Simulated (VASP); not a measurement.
# CuO (Cccm) in VASP: notebook

Aim: see how the results for CuO move with the level of theory and the settings. Levels: PBE, LDA. Tasks: relaxation of cell and atoms, single point.

Everything below comes from runs of VASP 6.6.1. Logs are shortened: lines on timing, memory, paths and dates and some standing lists are left out, and cuts for length are marked.

**1. The cell of the first run**

It takes space group Cccm (No. 66, orthorhombic). Conventional cell: a = 3.982 Å, b = 4.307 Å, c = 5.156 Å, α = 90.00°, β = 90.00°, γ = 90.00°. Within 2.6 Å of Cu (site symmetry 2/m) lie 4 O at 1.95 Å. Within 2.6 Å of O (site symmetry 222) lie 4 Cu at 1.95 Å and 2 O at 2.58 Å.

**2. Relaxation of cell and atoms, PBE, target pressure 2 GPa, at which the enthalpy is minimised**

INCAR

```
PREC = Accurate ; ENCUT = 600
EDIFF = 1E-6 ; ISMEAR = -1
SIGMA = 0.05 ; LREAL = F
LASPH = T ; NELM = 60
ALGO = Normal ; ISIF = 3
LWAVE = F ; LCHARG = F
GGA = PE ; IBRION = 2
NSW = 60 ; EDIFFG = -0.01
PSTRESS = 20.0
```

KPOINTS

```
Automatic mesh
0
Gamma
  9 9 5
```

POSCAR

```
CuO
1.0
    1.9909680000     -2.1535500000      0.0000000000
    1.9909680000      2.1535500000      0.0000000000
    0.0000000000      0.0000000000      5.1559280000
Cu O
2 2
Direct
    0.5000000000      0.0000000000      0.0000000000
    0.0000000000      0.5000000000      0.5000000000
    0.5000000000      0.5000000000      0.2500000000
    0.5000000000      0.5000000000      0.7500000000
```

Potentials or basis: VASP PAW PBE potentials, release 64 (Cu, O).

Command:

```console
$ cat potpaw_PBE.64/Cu/POTCAR potpaw_PBE.64/O/POTCAR > POTCAR
$ mpirun -np 1 vasp_std > vasp.out
```

OUTCAR:

```text
PREC = Accurate
   ENCUT = 600
   EDIFF = 1E-6
   ISMEAR = -1
   LREAL = F
   LASPH = T
   NELM = 60
   ISIF = 3
   GGA = PE
   IBRION = 2
   NSW = 60
   EDIFFG = -0.01
   PSTRESS = 20.0

 ion  position               nearest neighbor table
   1  0.500  0.000  0.000-   3 1.95   4 1.95   3 1.95   4 1.95
   2  0.000  0.500  0.500-   3 1.95   4 1.95   3 1.95   4 1.95
   3  0.500  0.500  0.250-   1 1.95   2 1.95   1 1.95   2 1.95
   4  0.500  0.500  0.750-   1 1.95   2 1.95   1 1.95   2 1.95

  LATTYP: Found a base centered orthorhombic cell.
 ALAT       =     3.9819360000
 B/A-ratio  =     1.0816597755
 C/A-ratio  =     1.2948294498

  Lattice vectors:

 A1 = (   1.9909680000,  -2.1535500000,   0.0000000000)
 A2 = (   1.9909680000,   2.1535500000,   0.0000000000)
 A3 = (   0.0000000000,   0.0000000000,   5.1559280000)

Analysis of symmetry for initial positions (statically):
=====================================================================
 Subroutine PRICEL returns:
 Original cell was already a primitive cell.

 Routine SETGRP: Setting up the symmetry group for a
 base centered orthorhombic supercell.

 Subroutine GETGRP returns: Found  8 space group operations
 (whereof  4 operations were pure point group operations)
 out of a pool of  8 trial point group operations.

The static configuration has the point symmetry C_2h.
 The point group associated with its full space group is D_2h.

Analysis of symmetry for dynamics (positions and initial velocities):
=====================================================================
 Subroutine PRICEL returns:
 Original cell was already a primitive cell.

 Routine SETGRP: Setting up the symmetry group for a
 base centered orthorhombic supercell.

 Subroutine GETGRP returns: Found  8 space group operations
 (whereof  4 operations were pure point group operations)
 out of a pool of  8 trial point group operations.

The dynamic configuration has the point symmetry C_2h.
 The point group associated with its full space group is D_2h.

 Subroutine INISYM returns: Found  8 space group operations
 (whereof  4 operations are pure point group operations),
 and found     1 'primitive' translations

----------------------------------------------------------------------------------------

                                     Primitive cell

  volume of cell :      44.2136

[... 96 lines left out ...]
   IBRION =      2    ionic relax: 0-MD 1-quasi-New 2-CG
   NFREE  =      1    steps in history (QN), initial steepest desc. (CG)
   ISIF   =      3    stress and relaxation
   ISYM   =      2    0-nonsym 1-usesym 2-fastsym
   POTIM  = 0.5000    time-step for ionic-motion
   TEBEG  =    0.0;   TEEND  =   0.0 temperature during run
   PSTRESS=   20.0 pullay stress
   NELECT =      34.0000    total number of electrons
   NUPDOWN=      -1.0000    fix difference up-down
   EMIN   =  10.00;   EMAX   =-10.00  energy-range for DOS
   EFERMI =   0.00;   METHOD = LEGACY
   ISMEAR =    -1;   SIGMA  =   0.05  broadening in eV -4-tet -1-fermi 0-gaus
   EFERMI_NEDOS =   21; number of points for ismear=-14 and -15
   IALGO  =     38    algorithm
   IMIX   =      4    mixing-type and parameters
     AMIX     =   0.40;   BMIX     =  1.00
     AMIX_MAG =   1.60;   BMIX_MAG =  1.00
  volume/ion in A,a.u.               =      11.05        74.59
  Fermi-wavevector in a.u.,A,eV,Ry     =   1.499854  2.834314 30.607167  2.249563
  Thomas-Fermi vector in A             =   2.611430
   LORBIT       =      0    0 simple, 1 ext, 2 COOP (PROOUT), +10 PAW based schemes
   GGA     = PE    functional components
   LHFCALC =     F    Hartree Fock is set to
   AEXX    =    0.0000 exact exchange contribution
   IVDW    =     0    specifies the selected vdW correction
   LEPSILON=     F    determine dielectric tensor
   LRPA    =     F    only Hartree local field effects (RPA)
 conjugate gradient relaxation of ions
 non-spin polarized calculation
  energy-cutoff  :      600.00
  volume of cell :       44.21
 maximum number of plane-waves:      1492
   NGX = 11   NGY = 11   NGZ = 21

--------------------------------------- Ionic step        1  -------------------------------------------

 number of electron      33.9999991 magnetization

 Free energy of the ion-electron system (eV)
  ---------------------------------------------------
  ext. energy  EPLUGINS =         0.00000000
  ---------------------------------------------------
  free energy    TOTEN  =       -19.73162439 eV

  energy without entropy =      -19.71215228  energy(sigma->0) =      -19.72188834

------------------------ aborting loop because EDIFF is reached ----------------------------------------

  FORCE on cell =-STRESS in cart. coord.  units (eV):
  Direction    XX          YY          ZZ          XY          YZ          ZX
  --------------------------------------------------------------------------------------
  -------------------------------------------------------------------------------------
  Total        0.6930261      0.4304618      0.5656482      0.0000000      0.0000000      0.0000000
  in kB       25.1133190     15.5987259     20.4975017      0.0000000      0.0000000      0.0000000
  external PRESSURE =       0.4031822 kB  Pullay stress =      20.0000000 kB
[... 267 lines left out ...]
--------------------------------------- Ionic step        8  -------------------------------------------

 number of electron      33.9999990 magnetization

 Free energy of the ion-electron system (eV)
  ---------------------------------------------------
  ext. energy  EPLUGINS =         0.00000000
  ---------------------------------------------------
  free energy    TOTEN  =       -19.73790289 eV

  energy without entropy =      -19.71862365  energy(sigma->0) =      -19.72826327

 E-fermi :   4.8755     XC(G=0): -11.3225

 val. band max:        4.8327295782   @ k =  -0.1111   0.1111   0.4000
 cond. band min:       4.9084852133   @ k =   0.4444   0.0000   0.2000
 fundamental gap:      0.0757556351
 Fermi energy:         4.8754623925

 k-point     1 :       0.0000    0.0000    0.0000
  band No.  band energies     occupation
      1     -14.8938      2.00000
      2     -13.5962      2.00000
      3      -3.1981      2.00000
      4      -0.5266      2.00000
      5      -0.5025      2.00000
      6       1.1665      2.00000
[... 565 lines left out ...]
     20      11.6417      0.00000
     21      14.8689      0.00000

 [... further k-points ...]

------------------------ aborting loop because EDIFF is reached ----------------------------------------

  FORCE on cell =-STRESS in cart. coord.  units (eV):
  Direction    XX          YY          ZZ          XY          YZ          ZX
  --------------------------------------------------------------------------------------
  -------------------------------------------------------------------------------------
  Total        0.5609779      0.5828531      0.5318930      0.0000000      0.0000000      0.0000000
  in kB       20.2964682     21.0879220     19.2441598      0.0000000      0.0000000      0.0000000
  external PRESSURE =       0.2095167 kB  Pullay stress =      20.0000000 kB
[... 23 lines left out ...]
  energy  without entropy=      -19.7186236465  energy(sigma->0) =      -19.72826327

  enthalpy is  TOTEN    =       -19.1851191130 eV   P V=        0.5527837796

 reached required accuracy - stopping structural energy minimisation
```

OSZICAR:

```text
N       E                     dE             d eps       ncg     rms          rms(c)
DAV:   1     0.323716032216E+03    0.32372E+03   -0.18317E+04  3198   0.279E+03
[... 72 lines left out ...]
DAV:   1    -0.197546482553E+02   -0.15028E-01   -0.77549E-01  4251   0.106E+01    0.108E+00
DAV:   2    -0.197433956011E+02    0.11253E-01   -0.49882E-02  4105   0.663E+00    0.560E-01
DAV:   3    -0.197400448412E+02    0.33508E-02   -0.12503E-02  4661   0.449E+00    0.383E-01
DAV:   4    -0.197379457573E+02    0.20991E-02   -0.29249E-03  4707   0.202E+00    0.814E-02
DAV:   5    -0.197379092498E+02    0.36507E-04   -0.85741E-04  4639   0.310E-01    0.260E-02
DAV:   6    -0.197379038532E+02    0.53966E-05   -0.53074E-05  5255   0.150E-01    0.127E-02
DAV:   7    -0.197379027359E+02    0.11173E-05   -0.42389E-06  3530   0.820E-02    0.281E-03
DAV:   8    -0.197379028926E+02   -0.15665E-06   -0.37667E-06  2871   0.316E-02
   8 F= -.19185119E+02 E0= -.19175479E+02  d E =-.109589E-02
```

Wall time 3.4 min (1 thread of AMD EPYC 9R45 (Zen 5), shared host); peak memory 0.19 GiB.

What came out:

```
Free energy                                            : -19.7379 eV
Relaxed volume                                         : 11.07 Å³/atom
Relaxed cell                                           : a = 2.931 Å, b = 2.931 Å, c = 5.157 Å, α = 90.00°, β = 90.00°, γ = 89.31°
Space group after relaxing (to 0.05 Å)                 : Cccm (No. 66)
Energy change on relaxing (the enthalpy is what falls) : -1.6 meV/atom
Ionic steps                                            : 8
Pressure after relaxing                                : 2.0 GPa
Band gap on the k mesh                                 : zero (band 17 reaches 5.55 eV, above the bottom of band 18 at 4.63 eV)
```

Stress tensor (GPa, compression positive):
```
2.03 0.00 0.00
0.00 2.11 0.00
0.00 0.00 1.92
```

The path:
```
step  energy change (eV)  largest force (eV/Å)  pressure (GPa)  volume (Å³)
   1              0.0000                0.0000            2.04        44.21
   2             -0.0006                0.0000            2.05        44.23
   3             -0.0024                0.0000            1.76        44.28
   4             -0.0052                0.0000            1.59        44.38
   5             -0.0085                0.0000            1.05        44.55
   6             -0.0084                0.0000            1.07        44.53
   7             -0.0080                0.0000            1.53        44.45
   8             -0.0063                0.0000            2.02        44.28
```

Final structure:
```
CELL_PARAMETERS angstrom
2.08461 -2.05971 0.00000
2.08461 2.05971 0.00000
0.00000 0.00000 5.15673
ATOMIC_POSITIONS crystal
Cu 0.50000 0.00000 0.00000
Cu 0.00000 0.50000 0.50000
O 0.50000 0.50000 0.25000
O 0.50000 0.50000 0.75000
```

Levels at points of the mesh, in eV from the Fermi level:
| k point | band 13 | band 14 | band 15 | band 16 | band 17 | band 18 | band 19 | band 20 | band 21 |
| --- | --- | --- | --- | --- | --- | --- | --- | --- | --- |
| (0.00, 0.00, 0.00) | -2.38 | -2.36 | -2.27 | -1.91 | 0.68 | 0.71 | 1.44 | 6.14 | 7.31 |

Caveat: the cell is relaxed towards a set pressure, so the enthalpy falls and the energy may rise; semilocal functionals often make such compounds metallic where correlation or magnetic order opens a gap, which also shifts bond lengths. With open d or f shells a metallic result of PBE can be an artefact of self-interaction; +U or a hybrid may open a gap.

**3. Relaxation of cell and atoms, PBE, target pressure 5 GPa, at which the enthalpy is minimised**

INCAR

```
SYSTEM = CuO
ALGO = Normal
EDIFF = 1E-6
EDIFFG = -0.01
ENCUT = 600
GGA = PE
IBRION = 2
ISIF = 3
ISMEAR = -1
LASPH = .True.
LCHARG = .False.
LREAL = .False.
LWAVE = .False.
NELM = 80
NSW = 60
PREC = Accurate
PSTRESS = 50.0
SIGMA = 0.05
```

KPOINTS

```
k-points
0
Gamma
  9 9 5
  0 0 0
```

POSCAR is that of step 2.

Potentials or basis: VASP PAW PBE potentials, release 64 (Cu, O).

Command:

```console
$ cat potpaw_PBE.64/Cu/POTCAR potpaw_PBE.64/O/POTCAR > POTCAR
$ mpirun -np 1 vasp_std > vasp.out
```

Wall time 7.9 min (1 thread of AMD EPYC 9R45 (Zen 5), shared host); peak memory 0.19 GiB.

The run converged. Its results:

```
Free energy                                            : -19.7189 eV
Relaxed volume                                         : 10.86 Å³/atom
Relaxed cell                                           : a = 2.904 Å, b = 2.904 Å, c = 5.148 Å, α = 90.00°, β = 90.00°, γ = 89.26°
Space group after relaxing (to 0.05 Å)                 : Cccm (No. 66)
Energy change on relaxing (the enthalpy is what falls) : +3.2 meV/atom
Ionic steps                                            : 23
Pressure after relaxing                                : 4.9 GPa
Band gap on the k mesh                                 : zero (band 17 reaches 5.80 eV, above the bottom of band 18 at 4.87 eV)
```

Step by step:
```
step  energy change (eV)  largest force (eV/Å)  pressure (GPa)  volume (Å³)
   1              0.0000                0.0000            2.04        44.21
   2              0.0358                0.0000            7.12        42.92
   3              0.0173                0.0000            5.09        43.41
   4              0.0168                0.0000            4.96        43.43
   5              0.0171                0.0000            5.10        43.40
   6              0.0179                0.0000            5.09        43.35
   7              0.0209                0.0000            5.14        43.27
   8              0.0185                0.0000            4.86        43.33
   9              0.0187                0.0000            5.02        43.32
  10              0.0186                0.0000            4.95        43.33
  11              0.0195                0.0000            5.08        43.29
  12              0.0227                0.0000            5.80        43.18
  13              0.0227                0.0000            5.67        43.18
  14              0.0225                0.0000            5.67        43.19
  15              0.0221                0.0000            5.75        43.19
  16              0.0215                0.0000            5.80        43.20
  17              0.0202                0.0000            5.70        43.22
  18              0.0184                0.0000            5.62        43.26
  19              0.0169                0.0000            5.51        43.30
  20              0.0171                0.0000            5.52        43.29
  21              0.0170                0.0000            5.57        43.29
  22              0.0120                0.0000            4.86        43.45
  23              0.0127                0.0000            4.94        43.42
```

Final structure:
```
CELL_PARAMETERS angstrom
2.06689 -2.04028 0.00000
2.06689 2.04028 0.00000
0.00000 0.00000 5.14848
ATOMIC_POSITIONS crystal
Cu 0.50000 0.00000 0.00000
Cu 0.00000 0.50000 0.50000
O 0.50000 0.50000 0.25000
O 0.50000 0.50000 0.75000
```

Levels at points of the mesh, in eV from the Fermi level:
| k point | band 15 | band 16 | band 17 | band 18 | band 19 | band 20 |
| --- | --- | --- | --- | --- | --- | --- |
| (0.00, 0.00, 0.00) | -2.33 | -1.98 | 0.68 | 0.71 | 1.49 | 6.18 |

Caveat: the cell is relaxed towards a set pressure, so the enthalpy falls and the energy may rise; semilocal functionals often make such compounds metallic where correlation or magnetic order opens a gap, which also shifts bond lengths.

**4. Single point, LDA**

INCAR

```
  ALGO = Normal
  EDIFF = 1E-7
  ENCUT = 520
  ISIF = 2
  ISMEAR = -1
  LASPH = T
  LCHARG = F
  LREAL = F
  LWAVE = F
  NBANDS = 25
  NELM = 100
  PREC = Accurate
  SIGMA = 0.05
```

KPOINTS

```
k-points
0
Gamma
  9 9 5
```

POSCAR is that of step 3.

Potentials or basis: VASP PAW LDA potentials, release 64 (Cu, O).

Command:

```console
$ cat potpaw_LDA.64/Cu/POTCAR potpaw_LDA.64/O/POTCAR > POTCAR
$ mpirun -np 1 vasp_std > vasp.out
```

Run time: 55 s. Hardware: 1 thread of Intel Xeon Platinum 8488C (Sapphire Rapids), shared host; peak memory 0.18 GiB.

Results (log left out):

```yaml
Free_energy: -23.2182 eV
Pressure: -11.4 GPa
Band_gap_on_the_k_mesh: zero (band 17 reaches 5.14 eV, above the bottom of band 18 at 4.27 eV)
```

Stress tensor (GPa, compression positive):
```
 -9.09   0.00   0.00
  0.00 -11.21   0.00
  0.00   0.00 -13.91
```

Levels at points of the mesh, in eV from the Fermi level:
```
           k point  band 15  band 16  band 17  band 18  band 19  band 20
(0.00, 0.00, 0.00)    -2.27    -1.86     0.61     0.79     1.46     6.10
```

Caveat: semilocal functionals often make such compounds metallic where correlation or magnetic order opens a gap, which also shifts bond lengths.

**5. Summary**

```tsv
task	level	potentials or basis	cell	cutoff (eV)	gap on the mesh (eV)	pressure (GPa)
relaxation of cell and atoms	PBE	VASP PAW PBE potentials, release 64 (Cu, O)	relaxed to 2 GPa	600	none	2.0
relaxation of cell and atoms	PBE	VASP PAW PBE potentials, release 64 (Cu, O)	relaxed to 5 GPa	600	none	4.9
single point	LDA	VASP PAW LDA potentials, release 64 (Cu, O)	as given	520	none	-11.4
```

Alike in all rows: no spin polarisation; k mesh 9 × 9 × 5; smearing fermi-dirac 0.05 eV.

Caveats: semilocal functionals often make such compounds metallic where correlation or magnetic order opens a gap, which also shifts bond lengths; the cell is relaxed towards a set pressure, so the enthalpy falls and the energy may rise (some runs).

Absolute energies hang on the potentials; compare differences alone.
